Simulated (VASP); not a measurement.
# Si2Ru2Br (I4/mmm) in VASP: single point with r2SCAN

Aim: the single point of Si2Ru2Br with r2SCAN.

All numbers are computed with VASP 6.6.1; they aren't measurements. Logs are shortened: lines on timing, memory, paths and dates and some standing lists are left out, and cuts for length are marked.

**1. The cell of the first run**

The structure is tetragonal, space group I4/mmm (No. 139). Conventional cell: a = 4.234 Å, b = 4.234 Å, c = 9.908 Å, α = 90.00°, β = 90.00°, γ = 90.00°. Within 3.3 Å of Ru (site symmetry -4m2) lie 4 Si at 2.42 Å and 4 Ru at 2.99 Å and 4 Br at 3.26 Å. Within 3.3 Å of Si (site symmetry 4mm) lie 4 Ru at 2.42 Å and 1 Si at 2.61 Å and 4 Br at 3.27 Å. Within 4.3 Å of Br (site symmetry 4/mmm) lie 8 Ru at 3.26 Å and 10 Si at 3.27 to 3.65 Å and 4 Br at 4.23 Å.

**2. Single point, r2SCAN**

POSCAR

```
Si2Ru2Br
1.0
    0.0000000000      4.2337660000      0.0000000000
    4.2337660000      0.0000000000      0.0000000000
    2.1168830000      2.1168830000     -4.9540620000
Ru Si Br
2 2 1
Direct
    0.7500000000      0.2500000000      0.5000000000
    0.2500000000      0.7500000000      0.5000000000
    0.3684000000      0.3684000000      0.2632000000
    0.6316000000      0.6316000000      0.7368000000
    0.0000000000      0.0000000000      0.0000000000
```

INCAR.step1

```
SYSTEM = Si2Ru2Br
PREC = Accurate
ENCUT = 520
ISMEAR = -1
SIGMA = 0.1
LREAL = .FALSE.
LASPH = .TRUE.
NELM = 100
NBANDS = 30
GGA = PE
ALGO = Normal
EDIFF = 1E-4
LWAVE = .TRUE.
LCHARG = .FALSE.
```

INCAR.step2

```
SYSTEM = Si2Ru2Br
PREC = Accurate
ENCUT = 520
EDIFF = 1E-6
ISMEAR = -1
SIGMA = 0.1
LREAL = .FALSE.
LASPH = .TRUE.
NELM = 100
ALGO = Normal
ISIF = 2
LWAVE = .FALSE.
LCHARG = .FALSE.
METAGGA = R2SCAN
LMIXTAU = .TRUE.
NBANDS = 30
ISTART = 1
```

KPOINTS

```
regular mesh
0
G
  9 9 9
  0 0 0
```

Potentials or basis: VASP PAW PBE potentials, release 64 (Ru_pv, Si, Br).

On the command line:

```
> cat potpaw_PBE.64/Ru_pv/POTCAR potpaw_PBE.64/Si/POTCAR potpaw_PBE.64/Br/POTCAR > POTCAR
> cp INCAR.step1 INCAR
> mpirun -np 1 vasp_std > vasp.out
> cp INCAR.step2 INCAR
> mpirun -np 1 vasp_std > vasp.out
```

OUTCAR:

```text
SYSTEM = Si2Ru2Br
   PREC = Accurate
   ENCUT = 520
   EDIFF = 1E-6
   ISMEAR = -1
   LREAL = .FALSE.
   LASPH = .TRUE.
   NELM = 100
   ISIF = 2
   METAGGA = R2SCAN
   ISTART = 1

 ion  position               nearest neighbor table
   1  0.750  0.250  0.500-   3 2.42   4 2.42   3 2.42   4 2.42   2 2.99   2 2.99   2 2.99   2 2.99

   2  0.250  0.750  0.500-   3 2.42   4 2.42   3 2.42   4 2.42   1 2.99   1 2.99   1 2.99   1 2.99

   3  0.368  0.368  0.263-   1 2.42   2 2.42   2 2.42   1 2.42   4 2.61
   4  0.632  0.632  0.737-   1 2.42   2 2.42   2 2.42   1 2.42   3 2.61
   5  0.000  0.000  0.000-

  LATTYP: Found a body centered tetragonal cell.
 ALAT       =     4.2337660000
 C/A-ratio  =     2.3402625464

  Lattice vectors:

 A1 = (  -2.1168830000,   2.1168830000,   4.9540620000)
 A2 = (   2.1168830000,  -2.1168830000,   4.9540620000)
 A3 = (   2.1168830000,   2.1168830000,  -4.9540620000)

Analysis of symmetry for initial positions (statically):
=====================================================================
 Subroutine PRICEL returns:
 Original cell was already a primitive cell.

 Routine SETGRP: Setting up the symmetry group for a
 body centered tetragonal supercell.

 Subroutine GETGRP returns: Found 16 space group operations
 (whereof 16 operations were pure point group operations)
 out of a pool of 16 trial point group operations.

The static configuration has the point symmetry D_4h.

Analysis of symmetry for dynamics (positions and initial velocities):
=====================================================================
 Subroutine PRICEL returns:
 Original cell was already a primitive cell.

 Routine SETGRP: Setting up the symmetry group for a
 body centered tetragonal supercell.

 Subroutine GETGRP returns: Found 16 space group operations
 (whereof 16 operations were pure point group operations)
 out of a pool of 16 trial point group operations.

The dynamic configuration has the point symmetry D_4h.

 Subroutine INISYM returns: Found 16 space group operations
 (whereof 16 operations are pure point group operations),
 and found     1 'primitive' translations

----------------------------------------------------------------------------------------

                                     Primitive cell

  volume of cell :      88.8004

  direct lattice vectors                    reciprocal lattice vectors
     0.000000000  4.233766000  0.000000000     0.000000000  0.236196332  0.100927279
[... 93 lines left out ...]
   LREAL  =      F    real-space projection
   EDIFFG = 0.1E-04   stopping-criterion for IOM
   NSW    =      0    number of steps for IOM
   IBRION =     -1    ionic relax: 0-MD 1-quasi-New 2-CG
   NFREE  =      0    steps in history (QN), initial steepest desc. (CG)
   ISIF   =      2    stress and relaxation
   ISYM   =      2    0-nonsym 1-usesym 2-fastsym
   POTIM  = 0.5000    time-step for ionic-motion
   TEBEG  =    0.0;   TEEND  =   0.0 temperature during run
   PSTRESS=    0.0 pullay stress
   NELECT =      43.0000    total number of electrons
   NUPDOWN=      -1.0000    fix difference up-down
   EMIN   =  10.00;   EMAX   =-10.00  energy-range for DOS
   EFERMI =   0.00;   METHOD = LEGACY
   ISMEAR =    -1;   SIGMA  =   0.10  broadening in eV -4-tet -1-fermi 0-gaus
   EFERMI_NEDOS =   21; number of points for ismear=-14 and -15
   IALGO  =     38    algorithm
   IMIX   =      4    mixing-type and parameters
     AMIX     =   0.40;   BMIX     =  1.00
     AMIX_MAG =   1.60;   BMIX_MAG =  1.00
  volume/ion in A,a.u.               =      17.76       119.85
  Fermi-wavevector in a.u.,A,eV,Ry     =   1.285561  2.429358 22.485892  1.652666
  Thomas-Fermi vector in A             =   2.417688
   LORBIT       =      0    0 simple, 1 ext, 2 COOP (PROOUT), +10 PAW based schemes
   METAGGA = R2SCAN    functional components
   LHFCALC =     F    Hartree Fock is set to
   AEXX    =    0.0000 exact exchange contribution
   IVDW    =     0    specifies the selected vdW correction
   LEPSILON=     F    determine dielectric tensor
   LRPA    =     F    only Hartree local field effects (RPA)
 non-spin polarized calculation
  energy-cutoff  :      520.00
  volume of cell :       88.80
 maximum number of plane-waves:      2413
   NGX = 15   NGY = 15   NGZ = 21

 number of electron      43.0000006 magnetization

 Free energy of the ion-electron system (eV)
  ---------------------------------------------------
  ext. energy  EPLUGINS =         0.00000000
  ---------------------------------------------------
  free energy    TOTEN  =       -81.06792673 eV

  energy without entropy =      -80.93327093  energy(sigma->0) =      -81.00059883

 E-fermi :   7.1165     XC(G=0): -11.8188

 val. band max:        7.1162193281   @ k =   0.0000   0.0000   0.0000
 cond. band min:       7.1198527410   @ k =   0.0000   0.0000   0.1111
 fundamental gap:      0.0036334128
 Fermi energy:         7.1164823412

 k-point     1 :       0.0000    0.0000    0.0000
  band No.  band energies     occupation
      1     -36.2853      2.00000
      2     -36.2853      2.00000
      3     -36.0900      2.00000
      4     -36.0900      2.00000
      5     -35.9977      2.00000
      6     -35.9521      2.00000
[... 781 lines left out ...]
     29      15.5006      0.00000
     30      16.8605      0.00000

 [... further k-points ...]

------------------------ aborting loop because EDIFF is reached ----------------------------------------

  FORCE on cell =-STRESS in cart. coord.  units (eV):
  Direction    XX          YY          ZZ          XY          YZ          ZX
  --------------------------------------------------------------------------------------
  -------------------------------------------------------------------------------------
  Total       -2.2280624     -2.2280624     -5.6150021      0.0000000      0.0000000     -0.0000000
  in kB      -40.1996975    -40.1996975   -101.3083782      0.0000000      0.0000000     -0.0000000
  external PRESSURE =     -60.5692577 kB  Pullay stress =       0.0000000 kB

 VOLUME and BASIS-vectors are now :
 -----------------------------------------------------------------------------
  energy-cutoff  :      520.00
  volume of cell :       88.80
      direct lattice vectors                 reciprocal lattice vectors
     0.000000000  4.233766000  0.000000000     0.000000000  0.236196332  0.100927279
     4.233766000  0.000000000  0.000000000     0.236196332  0.000000000  0.100927279
     2.116883000  2.116883000 -4.954062000     0.000000000  0.000000000 -0.201854559

 POSITION                                       TOTAL-FORCE (eV/Angst)
 -----------------------------------------------------------------------------------
      2.11688      4.23377     -2.47703        -0.000000      0.000000      0.000000
      4.23377      2.11688     -2.47703         0.000000     -0.000000     -0.000000
      2.11688      2.11688     -1.30391         0.000000      0.000000      0.508311
      4.23377      4.23377     -3.65015        -0.000000     -0.000000     -0.508311
      0.00000      0.00000      0.00000        -0.000000     -0.000000      0.000000
 -----------------------------------------------------------------------------------
    total drift:                               -0.000000     -0.000000     -0.000000

  FREE ENERGIE OF THE ION-ELECTRON SYSTEM (eV)
  ---------------------------------------------------
  free  energy   TOTEN  =       -81.0679267268 eV

  energy  without entropy=      -80.9332709312  energy(sigma->0) =      -81.00059883
```

OUTCAR.step1:

```text
SYSTEM = Si2Ru2Br
   PREC = Accurate
   ENCUT = 520
   ISMEAR = -1
   LREAL = .FALSE.
   LASPH = .TRUE.
[... 1026 lines left out ...]
      2.11688      2.11688     -1.30391        -0.000000     -0.000000      0.659081
      4.23377      4.23377     -3.65015         0.000000      0.000000     -0.659081
      0.00000      0.00000      0.00000        -0.000000      0.000000      0.000000
 -----------------------------------------------------------------------------------
    total drift:                               -0.000000     -0.000000     -0.000000

  FREE ENERGIE OF THE ION-ELECTRON SYSTEM (eV)
  ---------------------------------------------------
  free  energy   TOTEN  =       -30.4108366193 eV

  energy  without entropy=      -30.2678548936  energy(sigma->0) =      -30.33934576
```

OSZICAR.step1:

```text
N       E                     dE             d eps       ncg     rms          rms(c)
DAV:   1     0.341987446760E+03    0.34199E+03   -0.23306E+04  4764   0.135E+03
DAV:   2    -0.177598520587E+02   -0.35975E+03   -0.34736E+03  4916   0.367E+02
DAV:   3    -0.314974160687E+02   -0.13738E+02   -0.13299E+02  5474   0.660E+01
DAV:   4    -0.317199987541E+02   -0.22258E+00   -0.22205E+00  5206   0.814E+00
DAV:   5    -0.317249242822E+02   -0.49255E-02   -0.49251E-02  6152   0.119E+00    0.166E+01
DAV:   6    -0.306739823572E+02    0.10509E+01   -0.54671E+00  5022   0.152E+01    0.626E+00
DAV:   7    -0.305171489309E+02    0.15683E+00   -0.20709E+00  5150   0.921E+00    0.598E+00
DAV:   8    -0.304139198992E+02    0.10323E+00   -0.40623E-01  5084   0.427E+00    0.269E+00
DAV:   9    -0.304124954127E+02    0.14245E-02   -0.38802E-02  5112   0.980E-01    0.493E-01
DAV:  10    -0.304108394300E+02    0.16560E-02   -0.54927E-03  5052   0.432E-01    0.172E-01
DAV:  11    -0.304108366193E+02    0.28107E-05   -0.58962E-04  5286   0.116E-01
   1 F= -.30410837E+02 E0= -.30339346E+02  d E =-.142982E+00
```

Run time: 14 min. Hardware: 1 thread of Intel Xeon 8259CL, shared host; peak memory 0.35 GiB.

Results:

```
Free energy            : -81.0679 eV
Pressure               : -6.1 GPa
Largest force          : 0.508 eV/Å
Band gap on the k mesh : zero (an odd number of electrons rules out a gap without spin polarisation)
```

Forces on the atoms (eV/Å):
```
Ru   0.000  0.000  0.000
Ru   0.000  0.000  0.000
Si   0.000  0.000  0.508
Si   0.000  0.000 -0.508
Br   0.000  0.000  0.000
```

Stress tensor (GPa, compression positive):
```
 -4.02   0.00   0.00
  0.00  -4.02   0.00
  0.00   0.00 -10.13
```

Caveat: the cell stands under tension; the PAW data sets were made with another functional, which shifts forces and pressure a little; an odd number of electrons without spin polarisation forces a metal; a magnetic or distorted state may lie lower.
